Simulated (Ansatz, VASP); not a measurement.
**Two plane-wave programs on B2AsN**

```
N B As
1.0
     2.93465    0.00000    0.00000
     0.00000    2.93465    0.00000
     0.00000    0.00000    4.21082
N B As
1 2 1
Cartesian
  0.0000 0.0000 0.0000
  0.0000 1.4673 3.3821
  1.4673 0.0000 0.8288
  1.4673 1.4673 2.1054
```

Alike in both runs: task single point; functional PBE; k mesh 8 × 8 × 6; occupations fermi-dirac, width 0.02 eV; no spin polarisation.

|  | VASP | Ansatz |
| --- | --- | --- |
| version | VASP 6.6.1 | Ansatz 0.2.0 |
| potentials or method | VASP PAW PBE potentials, release 64 (N, B, As_d) | plane waves, PAW |
| plane-wave cutoff (eV) | 700 | 420 |
| valence electrons in the cell | 26 | 26 |

VASP gave:

| Quantity | Value |
| --- | --- |
| pressure (GPa) | 13.9 |
| rms of the force components (eV/Å) | 0.135 |

Which values does Ansatz return?

Pressure (GPa): 14.2; rms of the force components (eV/Å): 0.146.
